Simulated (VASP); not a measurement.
# Ti (Pm-3m) in VASP: further runs

Ti is run at these levels: RPBE; tasks: single point.

Everything below comes from runs of VASP 6.6.1. Logs are shortened: lines on timing, memory, paths and dates and some standing lists are left out, and cuts for length are marked.

### 1 The cell of the first run

Symmetry: Pm-3m, No. 221, cubic system. Conventional cell: a = 2.678 Å, b = 2.678 Å, c = 2.678 Å, α = 90.00°, β = 90.00°, γ = 90.00°. Within 3.5 Å of Ti (site symmetry m-3m) lie 6 Ti at 2.68 Å.

### 2 Single point, RPBE

File INCAR:

```
SYSTEM = Ti
ALGO = Normal
EDIFF = 1E-6
ENCUT = 520
GGA = RP
ISIF = 2
ISMEAR = -1
LASPH = .True.
LCHARG = .True.
LELF = .True.
LREAL = .False.
LVHAR = .True.
LWAVE = .False.
NBANDS = 12
NELM = 80
PREC = Accurate
SIGMA = 0.1
```

File KPOINTS:

```
k-points
0
Gamma
  12 12 12
  0 0 0
```

File POSCAR:

```
Ti
1.0
    2.6777403484      0.0000000000      0.0000000000
    0.0000000000      2.6777403484      0.0000000000
    0.0000000000      0.0000000000      2.6777403484
Ti
1
Direct
    0.0000000000      0.0000000000      0.0000000000
```

Potentials or basis: VASP PAW PBE potentials, release 64 (Ti_sv).

On the command line:

```
cat potpaw_PBE.64/Ti_sv/POTCAR > POTCAR
mpirun -np 1 vasp_std > vasp.out
```

OUTCAR:

```text
SYSTEM = Ti
   EDIFF = 1E-6
   ENCUT = 520
   GGA = RP
   ISIF = 2
   ISMEAR = -1
   LASPH = .True.
   LREAL = .False.
   NELM = 80
   PREC = Accurate

 ion  position               nearest neighbor table
   1  0.000  0.000  0.000-

  LATTYP: Found a simple cubic cell.
 ALAT       =     2.6777403484

  Lattice vectors:

 A1 = (   2.6777403484,   0.0000000000,   0.0000000000)
 A2 = (   0.0000000000,   2.6777403484,   0.0000000000)
 A3 = (   0.0000000000,   0.0000000000,   2.6777403484)

Analysis of symmetry for initial positions (statically):
=====================================================================
 Subroutine PRICEL returns:
 Original cell was already a primitive cell.

 Routine SETGRP: Setting up the symmetry group for a
 simple cubic supercell.

 Subroutine GETGRP returns: Found 48 space group operations
[... 9 lines left out ...]

 Routine SETGRP: Setting up the symmetry group for a
 simple cubic supercell.

 Subroutine GETGRP returns: Found 48 space group operations
[... 11 lines left out ...]
                                     Primitive cell

  volume of cell :      19.2002

  direct lattice vectors                    reciprocal lattice vectors
     2.677740348  0.000000000  0.000000000     0.373449203  0.000000000  0.000000000
     0.000000000  2.677740348  0.000000000     0.000000000  0.373449203  0.000000000
     0.000000000  0.000000000  2.677740348     0.000000000  0.000000000  0.373449203

  length of vectors
     2.677740348  2.677740348  2.677740348     0.373449203  0.373449203  0.373449203

  position of ions in fractional coordinates (direct lattice)
     0.000000000  0.000000000  0.000000000

  ion indices of the primitive-cell ions
   primitive index   ion index
                 1           1

----------------------------------------------------------------------------------------

 KPOINTS: k-points

Automatic generation of k-mesh.
 Grid dimensions read from file:
 generate k-points for:   12   12   12

 Generating k-lattice:

  Cartesian coordinates                     Fractional coordinates (reciprocal lattice)
     0.031120767  0.000000000  0.000000000     0.083333333  0.000000000  0.000000000
     0.000000000  0.031120767  0.000000000     0.000000000  0.083333333  0.000000000
     0.000000000  0.000000000  0.031120767     0.000000000  0.000000000  0.083333333

  Length of vectors
     0.031120767  0.031120767  0.031120767

  Shift w.r.t. Gamma in fractional coordinates (k-lattice)
     0.000000000  0.000000000  0.000000000

 Subroutine IBZKPT returns following result:
 ===========================================

 Found     84 irreducible k-points:

 Following reciprocal coordinates:
            Coordinates               Weight
  0.000000  0.000000  0.000000      1.000000
  0.083333  0.000000  0.000000      6.000000
  0.166667  0.000000  0.000000      6.000000
  0.250000  0.000000  0.000000      6.000000
  0.333333  0.000000  0.000000      6.000000
  0.416667  0.000000  0.000000      6.000000
[... 16 lines left out ...]
  0.333333  0.333333  0.000000     12.000000
  0.416667  0.333333  0.000000     24.000000
 [... further k-points ...]
   k-points           NKPTS =     84   k-points in BZ     NKDIM =     84   number of bands    NBANDS=     12
   number of dos      NEDOS =    301   number of ions     NIONS =      1
   total plane-waves  NPLWV =   8000
   dimension x,y,z NGX =    20 NGY =   20 NGZ =   20
   dimension x,y,z NGXF=    40 NGYF=   40 NGZF=   40
   ions per type =               1
   NGX,Y,Z   is equivalent  to a cutoff of  12.42, 12.42, 12.42 a.u.
   NGXF,Y,Z  is equivalent  to a cutoff of  24.83, 24.83, 24.83 a.u.
 SYSTEM =  Ti
   PREC   = accura    normal or accurate (medium, high low for compatibility)
   ISTART =      0    job   : 0-new  1-cont  2-samecut
   ICHARG =      2    charge: 1-file 2-atom 10-const
   ISPIN  =      1    spin polarized calculation?
   LNONCOLLINEAR =      F non collinear calculations
   LSORBIT =      F    spin-orbit coupling
   LASPH  =      T    aspherical Exc in radial PAW
   ENCUT  =  520.0 eV  38.22 Ry    6.18 a.u.   4.98  4.98  4.98*2*pi/ulx,y,z
   NELM   =     80;   NELMIN=  2; NELMDL= -5     # of ELM steps
   EDIFF  = 0.1E-05   stopping-criterion for ELM
   LREAL  =      F    real-space projection
   EDIFFG = 0.1E-04   stopping-criterion for IOM
   NSW    =      0    number of steps for IOM
   IBRION =     -1    ionic relax: 0-MD 1-quasi-New 2-CG
   NFREE  =      0    steps in history (QN), initial steepest desc. (CG)
   ISIF   =      2    stress and relaxation
   ISYM   =      2    0-nonsym 1-usesym 2-fastsym
   POTIM  = 0.5000    time-step for ionic-motion
   TEBEG  =    0.0;   TEEND  =   0.0 temperature during run
   PSTRESS=    0.0 pullay stress
   NELECT =      12.0000    total number of electrons
   NUPDOWN=      -1.0000    fix difference up-down
   EMIN   =  10.00;   EMAX   =-10.00  energy-range for DOS
   EFERMI =   0.00;   METHOD = LEGACY
   ISMEAR =    -1;   SIGMA  =   0.10  broadening in eV -4-tet -1-fermi 0-gaus
   EFERMI_NEDOS =   21; number of points for ismear=-14 and -15
   IALGO  =     38    algorithm
   IMIX   =      4    mixing-type and parameters
     AMIX     =   0.40;   BMIX     =  1.00
     AMIX_MAG =   1.60;   BMIX_MAG =  1.00
  volume/ion in A,a.u.               =      19.20       129.57
  Fermi-wavevector in a.u.,A,eV,Ry     =   1.399695  2.645040 26.655806  1.959146
  Thomas-Fermi vector in A             =   2.522729
   LORBIT       =      0    0 simple, 1 ext, 2 COOP (PROOUT), +10 PAW based schemes
   GGA     = RP    functional components
   LHFCALC =     F    Hartree Fock is set to
   AEXX    =    0.0000 exact exchange contribution
   IVDW    =     0    specifies the selected vdW correction
   LEPSILON=     F    determine dielectric tensor
   LRPA    =     F    only Hartree local field effects (RPA)
 non-spin polarized calculation
  energy-cutoff  :      520.00
  volume of cell :       19.20
 maximum number of plane-waves:       552
 NGX is ok and might be reduce to    20
   NGX =  9   NGY =  9   NGZ =  9

 number of electron      11.9999996 magnetization

 Free energy of the ion-electron system (eV)
  ---------------------------------------------------
  ext. energy  EPLUGINS =         0.00000000
  ---------------------------------------------------
  free energy    TOTEN  =        -6.62737797 eV

  energy without entropy =       -6.54965330  energy(sigma->0) =       -6.58851563

 E-fermi :   7.2511     XC(G=0): -10.8234

 val. band max:        7.2494687714   @ k =   0.5000   0.1667   0.0000
 cond. band min:       7.2540700893   @ k =   0.5000   0.2500   0.1667
 fundamental gap:      0.0046013178
 Fermi energy:         7.2510669796

 k-point     1 :       0.0000    0.0000    0.0000
  band No.  band energies     occupation
      1     -49.5282      2.00000
      2     -25.3061      2.00000
      3     -25.3061      2.00000
      4     -25.3061      2.00000
      5       1.6023      2.00000
      6       6.0337      1.99999
      7       6.0338      1.99999
      8      10.9649      0.00000
      9      10.9649      0.00000
     10      10.9649      0.00000
     11      22.4745      0.00000
     12      22.4745      0.00000

 k-point     2 :       0.0833    0.0000    0.0000
  band No.  band energies     occupation
      1     -49.5213      2.00000
      2     -25.3585      2.00000
      3     -25.3017      2.00000
      4     -25.3017      2.00000
      5       1.7750      2.00000
      6       6.0754      1.99998
      7       6.1521      1.99997
      8      10.8253      0.00000
      9      10.8253      0.00000
     10      10.9752      0.00000
     11      21.1613      0.00000
     12      22.7508      0.00000

 k-point     3 :       0.1667    0.0000    0.0000
  band No.  band energies     occupation
      1     -49.5023      2.00000
      2     -25.5001      2.00000
      3     -25.2896      2.00000
      4     -25.2896      2.00000
      5       2.2701      2.00000
      6       6.1915      1.99995
      7       6.4740      1.99916
      8      10.4661      0.00000
      9      10.4661      0.00000
     10      11.0036      0.00000
     11      18.9550      0.00000
     12      23.5221      0.00000

 k-point     4 :       0.2500    0.0000    0.0000
  band No.  band energies     occupation
      1     -49.4762      2.00000
      2     -25.6899      2.00000
      3     -25.2730      2.00000
      4     -25.2730      2.00000
      5       3.0248      2.00000
      6       6.3560      1.99974
      7       6.8870      1.94889
      8      10.0183      0.00000
      9      10.0183      0.00000
     10      11.0426      0.00000
     11      16.9035      0.00000
     12      24.6626      0.00000

 k-point     5 :       0.3333    0.0000    0.0000
  band No.  band energies     occupation
      1     -49.4499      2.00000
      2     -25.8759      2.00000
      3     -25.2563      2.00000
      4     -25.2563      2.00000
      5       3.9454      2.00000
      6       6.5280      1.99855
      7       7.1790      1.34533
      8       9.6095      0.00000
      9       9.6095      0.00000
     10      11.0819      0.00000
     11      15.3106      0.00000
     12      24.3408      0.00000
[... 228 lines left out ...]
      1     -49.3806      2.00000
      2     -25.9567      2.00000
      3     -25.6066      2.00000
      4     -25.2128      2.00000
      5       5.3855      2.00000
      6       6.5711      1.99777
      7       8.1298      0.00031
      8       9.5126      0.00000
      9      10.1827      0.00000
     10      10.3009      0.00000
     11      14.5382      0.00000
     12      20.5249      0.00000

 k-point    22 :       0.5000    0.2500    0.0000
  band No.  band energies     occupation
      1     -49.3736      2.00000
      2     -26.0039      2.00000
      3     -25.6007      2.00000
      4     -25.2084      2.00000
      5       5.6403      2.00000
      6       6.4598      1.99927
      7       8.1152      0.00035
      8       9.4208      0.00000
      9      10.3187      0.00000
     10      10.6547      0.00000
     11      13.8777      0.00000
     12      21.0836      0.00000

 k-point    23 :       0.3333    0.3333    0.0000
  band No.  band energies     occupation
      1     -49.3741      2.00000
      2     -25.8101      2.00000
      3     -25.7926      2.00000
      4     -25.2087      2.00000
      5       5.0963      2.00000
      6       6.6830      1.99320
      7       8.9993      0.00000
      8       9.6325      0.00000
      9       9.8023      0.00000
     10       9.9357      0.00000
     11      15.5471      0.00000
     12      18.8782      0.00000

 k-point    24 :       0.4167    0.3333    0.0000
  band No.  band energies     occupation
      1     -49.3554      2.00000
      2     -25.9299      2.00000
      3     -25.7828      2.00000
      4     -25.1970      2.00000
      5       5.1690      2.00000
      6       6.7534      1.98631
      7       9.3118      0.00000
      8       9.6062      0.00000
      9       9.9383      0.00000
     10      10.6017      0.00000
     11      14.3883      0.00000
     12      19.2289      0.00000

 [... further k-points ...]

------------------------ aborting loop because EDIFF is reached ----------------------------------------

  FORCE on cell =-STRESS in cart. coord.  units (eV):
  Direction    XX          YY          ZZ          XY          YZ          ZX
  --------------------------------------------------------------------------------------
  -------------------------------------------------------------------------------------
  Total       -0.0141594     -0.0141594     -0.0141594      0.0000000      0.0000000      0.0000000
  in kB       -1.1815452     -1.1815452     -1.1815452      0.0000000      0.0000000      0.0000000
  external PRESSURE =      -1.1815452 kB  Pullay stress =       0.0000000 kB

 VOLUME and BASIS-vectors are now :
 -----------------------------------------------------------------------------
  energy-cutoff  :      520.00
  volume of cell :       19.20
      direct lattice vectors                 reciprocal lattice vectors
     2.677740348  0.000000000  0.000000000     0.373449203  0.000000000  0.000000000
     0.000000000  2.677740348  0.000000000     0.000000000  0.373449203  0.000000000
     0.000000000  0.000000000  2.677740348     0.000000000  0.000000000  0.373449203

 POSITION                                       TOTAL-FORCE (eV/Angst)
 -----------------------------------------------------------------------------------
      0.00000      0.00000      0.00000         0.000000      0.000000      0.000000
 -----------------------------------------------------------------------------------
    total drift:                               -0.000000      0.000000     -0.000000

  FREE ENERGIE OF THE ION-ELECTRON SYSTEM (eV)
  ---------------------------------------------------
  free  energy   TOTEN  =        -6.6273779658 eV

  energy  without entropy=       -6.5496532957  energy(sigma->0) =       -6.58851563
```

Run time: 19 s. Hardware: 1 thread of AMD EPYC 7R43 (Zen 3), shared host; peak memory 0.09 GiB.

Results:

* Free energy: -6.6274 eV
* Pressure: -0.1 GPa
* Band gap on the k mesh: zero (band 6 reaches 8.06 eV, above the bottom of band 7 at 6.03 eV)

Levels at points of the mesh, in eV from the Fermi level:
| k point | band 2 | band 3 | band 4 | band 5 | band 6 | band 7 | band 8 | band 9 | band 10 | band 11 |
| --- | --- | --- | --- | --- | --- | --- | --- | --- | --- | --- |
| (0.00, 0.00, 0.00) | -32.56 | -32.56 | -32.56 | -5.65 | -1.22 | -1.22 | 3.71 | 3.71 | 3.71 | 15.22 |
| (0.50, 0.00, 0.00) | -33.31 | -32.49 | -32.49 | -1.87 | -0.54 | -0.32 | 1.98 | 1.98 | 3.87 | 6.81 |
| (0.50, 0.50, 0.00) | -33.20 | -33.20 | -32.43 | -2.50 | -0.14 | 2.37 | 2.37 | 4.72 | 4.90 | 4.90 |
| (0.50, 0.50, 0.50) | -33.10 | -33.10 | -33.10 | -1.06 | -1.06 | -1.06 | 4.81 | 4.81 | 8.84 | 10.88 |

Caveat: the PAW data sets were made with another functional, which shifts forces and pressure a little.

### 3 Single point, RPBE

File INCAR:

```
SYSTEM = Ti
  PREC = Accurate
  ENCUT = 520
  EDIFF = 1E-6
  ISMEAR = -1
  SIGMA = 0.1
  LREAL = .FALSE.
  LASPH = .TRUE.
  NELM = 100
  ALGO = Normal
  ISIF = 2
  LWAVE = .FALSE.
  LCHARG = .TRUE.
  GGA = RP
  LELF = .TRUE.
  LVHAR = .TRUE.
  NBANDS = 12
```

File KPOINTS:

```
Automatic mesh
0
G
  13 13 13
  0 0 0
```

POSCAR is that of step 2.

Potentials or basis: VASP PAW PBE potentials, release 64 (Ti_sv).

On the command line:

```
cat potpaw_PBE.64/Ti_sv/POTCAR > POTCAR
mpirun -np 1 vasp_std > vasp.out
```

Wall time 19 s (1 thread of AMD EPYC 7R43 (Zen 3), shared host); peak memory 0.1 GiB.

Results (log left out):

- Free energy: -6.6296 eV
- Pressure: -0.3 GPa
- Band gap on the k mesh: zero (band 6 reaches 7.85 eV, above the bottom of band 7 at 6.04 eV)

Levels at points of the mesh, in eV from the Fermi level:
| k point | band 4 | band 5 | band 6 | band 7 | band 8 | band 9 |
| --- | --- | --- | --- | --- | --- | --- |
| (0.00, 0.00, 0.00) | -32.54 | -5.64 | -1.20 | -1.20 | 3.73 | 3.73 |

Caveat: the PAW data sets were made with another functional, which shifts forces and pressure a little.

(Continued in part 2 of 2.)
